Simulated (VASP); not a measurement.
# Y (P6_3/mmc) in VASP: a series of runs

Y is run at these levels: LDA; tasks: single point.

All numbers are computed with VASP 6.6.1; they aren't measurements. Logs are shortened: lines on timing, memory, paths and dates and some standing lists are left out, and cuts for length are marked.

## Step 1: The cell of the first run

Symmetry: P6_3/mmc, No. 194, hexagonal system. The conventional cell has a = 3.548 Å, b = 3.548 Å, c = 5.494 Å, α = 90.00°, β = 90.00°, γ = 120.00°. Within 4.5 Å of Y (site symmetry -6m2) lie 12 Y at 3.43 to 3.55 Å.

## Step 2: Single point, LDA

Contents of INCAR:

```
PREC = Accurate
ENCUT = 520
EDIFF = 1E-6
ISMEAR = 0
SIGMA = 0.1
LREAL = False
LASPH = True
NELM = 80
ALGO = Normal
ISIF = 2
LWAVE = False
LCHARG = False
GGA = CA
NBANDS = 18
```

Contents of KPOINTS:

```
regular mesh
0
Gamma
  12 12 6
```

Contents of POSCAR:

```
Y
1.0
    3.5482269621      0.0000000028      0.0000000000
   -1.7741134835      3.0728546861      0.0000000000
    0.0000000000      0.0000000000      5.4939804357
Y
2
Direct
    0.3333333333      0.6666666667      0.2500000000
    0.6666666667      0.3333333333      0.7500000000
```

Potentials or basis: VASP PAW LDA potentials, release 64 (Y_sv).

Launch:

```
> cat potpaw_LDA.64/Y_sv/POTCAR > POTCAR
> mpirun -np 1 vasp_std > vasp.out
```

OUTCAR:

```text
PREC = Accurate
   ENCUT = 520
   EDIFF = 1E-6
   ISMEAR = 0
   LREAL = False
   LASPH = True
   NELM = 80
   ISIF = 2
   GGA = CA

 ion  position               nearest neighbor table
   1  0.333  0.667  0.250-   2 3.43   2 3.43   2 3.43   2 3.43   2 3.43   2 3.43
   2  0.667  0.333  0.750-   1 3.43   1 3.43   1 3.43   1 3.43   1 3.43   1 3.43

  LATTYP: Found a hexagonal cell.
 ALAT       =     3.5482269621
 C/A-ratio  =     1.5483734537

  Lattice vectors:

 A1 = (   3.5482269621,   0.0000000028,   0.0000000000)
 A2 = (  -1.7741134835,   3.0728546861,   0.0000000000)
 A3 = (   0.0000000000,   0.0000000000,   5.4939804357)

Analysis of symmetry for initial positions (statically):
=====================================================================
 Subroutine PRICEL returns:
 Original cell was already a primitive cell.

 Routine SETGRP: Setting up the symmetry group for a
 hexagonal supercell.

 Subroutine GETGRP returns: Found 24 space group operations
 (whereof 12 operations were pure point group operations)
 out of a pool of 24 trial point group operations.

The static configuration has the point symmetry D_3d.
 The point group associated with its full space group is D_6h.

Analysis of symmetry for dynamics (positions and initial velocities):
=====================================================================
 Subroutine PRICEL returns:
 Original cell was already a primitive cell.

 Routine SETGRP: Setting up the symmetry group for a
 hexagonal supercell.

 Subroutine GETGRP returns: Found 24 space group operations
 (whereof 12 operations were pure point group operations)
 out of a pool of 24 trial point group operations.

The dynamic configuration has the point symmetry D_3d.
 The point group associated with its full space group is D_6h.

 Subroutine INISYM returns: Found 24 space group operations
 (whereof 12 operations are pure point group operations),
 and found     1 'primitive' translations

----------------------------------------------------------------------------------------

                                     Primitive cell

  volume of cell :      59.9019

  direct lattice vectors                    reciprocal lattice vectors
     3.548226962  0.000000003  0.000000000     0.281830900  0.162715147  0.000000000
    -1.774113484  3.072854686  0.000000000    -0.000000000  0.325430293  0.000000000
     0.000000000  0.000000000  5.493980436     0.000000000  0.000000000  0.182017394

  length of vectors
     3.548226962  3.548226962  5.493980436     0.325430293  0.325430293  0.182017394

  position of ions in fractional coordinates (direct lattice)
     0.333333333  0.666666667  0.250000000
     0.666666667  0.333333333  0.750000000

  ion indices of the primitive-cell ions
   primitive index   ion index
                 1           1
                 2           2

----------------------------------------------------------------------------------------

 KPOINTS: regular mesh

Automatic generation of k-mesh.
 Grid dimensions read from file:
 generate k-points for:   12   12    6

 Generating k-lattice:

  Cartesian coordinates                     Fractional coordinates (reciprocal lattice)
     0.023485908  0.013559596  0.000000000     0.083333333 -0.000000000  0.000000000
    -0.000000000  0.027119191  0.000000000    -0.000000000  0.083333333  0.000000000
     0.000000000  0.000000000  0.030336232     0.000000000  0.000000000  0.166666667

  Length of vectors
     0.027119191  0.027119191  0.030336232

  Shift w.r.t. Gamma in fractional coordinates (k-lattice)
     0.000000000  0.000000000  0.000000000

 Subroutine IBZKPT returns following result:
 ===========================================

 Found     76 irreducible k-points:

 Following reciprocal coordinates:
            Coordinates               Weight
  0.000000  0.000000  0.000000      1.000000
  0.083333  0.000000  0.000000      6.000000
  0.166667  0.000000  0.000000      6.000000
  0.250000  0.000000  0.000000      6.000000
  0.333333  0.000000  0.000000      6.000000
  0.416667  0.000000  0.000000      6.000000
[... 16 lines left out ...]
  0.250000  0.000000  0.166667     12.000000
  0.333333  0.000000  0.166667     12.000000
 [... further k-points ...]
   k-points           NKPTS =     76   k-points in BZ     NKDIM =     76   number of bands    NBANDS=     18
   number of dos      NEDOS =    301   number of ions     NIONS =      2
   total plane-waves  NPLWV =  32928
   dimension x,y,z NGX =    28 NGY =   28 NGZ =   42
   dimension x,y,z NGXF=    56 NGYF=   56 NGZF=   84
   ions per type =               2
   NGX,Y,Z   is equivalent  to a cutoff of  13.12, 13.12, 12.71 a.u.
   NGXF,Y,Z  is equivalent  to a cutoff of  26.24, 26.24, 25.42 a.u.
 SYSTEM =  unknown system
   PREC   = accura    normal or accurate (medium, high low for compatibility)
   ISTART =      0    job   : 0-new  1-cont  2-samecut
   ICHARG =      2    charge: 1-file 2-atom 10-const
   ISPIN  =      1    spin polarized calculation?
   LNONCOLLINEAR =      F non collinear calculations
   LSORBIT =      F    spin-orbit coupling
   LASPH  =      T    aspherical Exc in radial PAW
   ENCUT  =  520.0 eV  38.22 Ry    6.18 a.u.   6.60  6.60 10.22*2*pi/ulx,y,z
   NELM   =     80;   NELMIN=  2; NELMDL= -5     # of ELM steps
   EDIFF  = 0.1E-05   stopping-criterion for ELM
   LREAL  =      F    real-space projection
   EDIFFG = 0.1E-04   stopping-criterion for IOM
   NSW    =      0    number of steps for IOM
   IBRION =     -1    ionic relax: 0-MD 1-quasi-New 2-CG
   NFREE  =      0    steps in history (QN), initial steepest desc. (CG)
   ISIF   =      2    stress and relaxation
   ISYM   =      2    0-nonsym 1-usesym 2-fastsym
   POTIM  = 0.5000    time-step for ionic-motion
   TEBEG  =    0.0;   TEEND  =   0.0 temperature during run
   PSTRESS=    0.0 pullay stress
   NELECT =      22.0000    total number of electrons
   NUPDOWN=      -1.0000    fix difference up-down
   EMIN   =  10.00;   EMAX   =-10.00  energy-range for DOS
   EFERMI =   0.00;   METHOD = LEGACY
   ISMEAR =     0;   SIGMA  =   0.10  broadening in eV -4-tet -1-fermi 0-gaus
   EFERMI_NEDOS =   21; number of points for ismear=-14 and -15
   IALGO  =     38    algorithm
   IMIX   =      4    mixing-type and parameters
     AMIX     =   0.40;   BMIX     =  1.00
     AMIX_MAG =   1.60;   BMIX_MAG =  1.00
  volume/ion in A,a.u.               =      29.95       202.12
  Fermi-wavevector in a.u.,A,eV,Ry     =   1.172381  2.215479 18.700907  1.374478
  Thomas-Fermi vector in A             =   2.308811
   LORBIT       =      0    0 simple, 1 ext, 2 COOP (PROOUT), +10 PAW based schemes
   GGA     = CA    functional components
   LHFCALC =     F    Hartree Fock is set to
   AEXX    =    0.0000 exact exchange contribution
   IVDW    =     0    specifies the selected vdW correction
   LEPSILON=     F    determine dielectric tensor
   LRPA    =     F    only Hartree local field effects (RPA)
 non-spin polarized calculation
 Gauss-broadening in eV      SIGMA  =   0.10
  energy-cutoff  :      520.00
  volume of cell :       59.90
 maximum number of plane-waves:      1644
 NGX is ok and might be reduce to    28
   NGX = 13   NGY = 13   NGZ = 21

 number of electron      21.9999999 magnetization

 Free energy of the ion-electron system (eV)
  ---------------------------------------------------
  ext. energy  EPLUGINS =         0.00000000
  ---------------------------------------------------
  free energy    TOTEN  =       -13.90314837 eV

  energy without entropy =      -13.88549238  energy(sigma->0) =      -13.89432037

 E-fermi :   3.3111     XC(G=0): -10.0070

 val. band max:        3.3015580630   @ k =   0.2500   0.0000   0.0000
 cond. band min:       3.3120261068   @ k =   0.5000   0.0000   0.3333
 fundamental gap:      0.0104680438
 Fermi energy:         3.3111456524

 k-point     1 :       0.0000    0.0000    0.0000
  band No.  band energies     occupation
      1     -38.9562      2.00000
      2     -38.8387      2.00000
      3     -19.4964      2.00000
      4     -18.8437      2.00000
      5     -18.8437      2.00000
      6     -18.7147      2.00000
[... 10 lines left out ...]
     17       6.1315      0.00000
     18       6.1315      0.00000

 k-point     2 :       0.0833    0.0000    0.0000
  band No.  band energies     occupation
      1     -38.9510      2.00000
      2     -38.8370      2.00000
      3     -19.4794      2.00000
      4     -18.8774      2.00000
      5     -18.8555      2.00000
      6     -18.7504      2.00000
[... 10 lines left out ...]
     17       5.9324      0.00000
     18       5.9767      0.00000

 k-point     3 :       0.1667    0.0000    0.0000
  band No.  band energies     occupation
      1     -38.9366      2.00000
      2     -38.8329      2.00000
      3     -19.4308      2.00000
      4     -18.9696      2.00000
      5     -18.8864      2.00000
      6     -18.8450      2.00000
[... 10 lines left out ...]
     17       6.2178      0.00000
     18       6.2931      0.00000

 k-point     4 :       0.2500    0.0000    0.0000
  band No.  band energies     occupation
      1     -38.9158      2.00000
      2     -38.8282      2.00000
      3     -19.3570      2.00000
      4     -19.0959      2.00000
      5     -18.9682      2.00000
      6     -18.9267      2.00000
[... 10 lines left out ...]
     17       6.7771      0.00000
     18       6.9423      0.00000

 k-point     5 :       0.3333    0.0000    0.0000
  band No.  band energies     occupation
      1     -38.8930      2.00000
      2     -38.8253      2.00000
      3     -19.2693      2.00000
      4     -19.2223      2.00000
      5     -19.0853      2.00000
      6     -18.9652      2.00000
[... 10 lines left out ...]
     17       7.5121      0.00000
     18       7.7418      0.00000

 k-point     6 :       0.4167    0.0000    0.0000
  band No.  band energies     occupation
      1     -38.8738      2.00000
      2     -38.8257      2.00000
      3     -19.3144      2.00000
      4     -19.1867      2.00000
      5     -19.1678      2.00000
      6     -18.9925      2.00000
[... 10 lines left out ...]
     17       8.4807      0.00000
     18       8.5531      0.00000

 k-point     7 :       0.5000    0.0000    0.0000
  band No.  band energies     occupation
      1     -38.8656      2.00000
      2     -38.8271      2.00000
      3     -19.3479      2.00000
      4     -19.1975      2.00000
      5     -19.1474      2.00000
      6     -19.0024      2.00000
[... 10 lines left out ...]
     17       9.0919      0.00000
     18       9.3247      0.00000

 k-point     8 :       0.0833    0.0833    0.0000
  band No.  band energies     occupation
      1     -38.9412      2.00000
      2     -38.8342      2.00000
      3     -19.4466      2.00000
      4     -18.9332      2.00000
      5     -18.8907      2.00000
      6     -18.8040      2.00000
[... 10 lines left out ...]
     17       6.0005      0.00000
     18       6.2314      0.00000
[... 229 lines left out ...]
     17       8.3828      0.00000
     18       8.8616      0.00000

 k-point    20 :       0.0000    0.0000    0.1667
  band No.  band energies     occupation
      1     -38.9484      2.00000
      2     -38.8467      2.00000
      3     -19.4439      2.00000
      4     -18.8352      2.00000
      5     -18.8352      2.00000
      6     -18.7235      2.00000
[... 10 lines left out ...]
     17       6.4755      0.00000
     18       6.4755      0.00000

 k-point    21 :       0.0833    0.0000    0.1667
  band No.  band energies     occupation
      1     -38.9435      2.00000
      2     -38.8448      2.00000
      3     -19.4302      2.00000
      4     -18.8671      2.00000
      5     -18.8464      2.00000
      6     -18.7801      2.00000
[... 10 lines left out ...]
     17       6.3835      0.00000
     18       6.4420      0.00000

 k-point    22 :       0.1667    0.0000    0.1667
  band No.  band energies     occupation
      1     -38.9297      2.00000
      2     -38.8399      2.00000
      3     -19.3928      2.00000
      4     -18.9537      2.00000
      5     -18.8823      2.00000
      6     -18.8761      2.00000
[... 10 lines left out ...]
     17       6.3762      0.00000
     18       6.5540      0.00000

 k-point    23 :       0.2500    0.0000    0.1667
  band No.  band energies     occupation
      1     -38.9100      2.00000
      2     -38.8341      2.00000
      3     -19.3454      2.00000
      4     -19.0666      2.00000
      5     -19.0026      2.00000
      6     -18.9149      2.00000
[... 10 lines left out ...]
     17       6.8743      0.00000
     18       6.9250      0.00000

 k-point    24 :       0.3333    0.0000    0.1667
  band No.  band energies     occupation
      1     -38.8885      2.00000
      2     -38.8299      2.00000
      3     -19.3285      2.00000
      4     -19.1587      2.00000
      5     -19.0940      2.00000
      6     -18.9521      2.00000
[... 10 lines left out ...]
     17       7.5316      0.00000
     18       7.6023      0.00000

 [... further k-points ...]
[... 5 lines left out ...]
  --------------------------------------------------------------------------------------
  -------------------------------------------------------------------------------------
  Total       -0.0511206     -0.0511206     -0.0450574      0.0000000     -0.0000000      0.0000000
  in kB       -1.3673061     -1.3673061     -1.2051367      0.0000000     -0.0000000      0.0000000
  external PRESSURE =      -1.3132496 kB  Pullay stress =       0.0000000 kB

 VOLUME and BASIS-vectors are now :
 -----------------------------------------------------------------------------
  energy-cutoff  :      520.00
  volume of cell :       59.90
      direct lattice vectors                 reciprocal lattice vectors
     3.548226962  0.000000003  0.000000000     0.281830900  0.162715147  0.000000000
    -1.774113484  3.072854686  0.000000000    -0.000000000  0.325430293  0.000000000
     0.000000000  0.000000000  5.493980436     0.000000000  0.000000000  0.182017394

 POSITION                                       TOTAL-FORCE (eV/Angst)
 -----------------------------------------------------------------------------------
     -0.00000      2.04857      1.37350         0.000000      0.000000      0.000000
      1.77411      1.02428      4.12049        -0.000000     -0.000000      0.000000
 -----------------------------------------------------------------------------------
    total drift:                               -0.000000      0.000000     -0.000000

  FREE ENERGIE OF THE ION-ELECTRON SYSTEM (eV)
  ---------------------------------------------------
  free  energy   TOTEN  =       -13.9031483686 eV

  energy  without entropy=      -13.8854923777  energy(sigma->0) =      -13.89432037
```

It took 44 s on 1 thread of Intel Xeon Platinum 8488C (Sapphire Rapids), shared host; peak memory 0.2 GiB.

Results:

| Item | Value |
| --- | --- |
| Free energy | -13.9031 eV |
| Pressure | -0.1 GPa |
| Band gap on the k mesh | zero (band 11 reaches 4.66 eV, above the bottom of band 12 at 2.87 eV) |

[end of part 1 of 2]
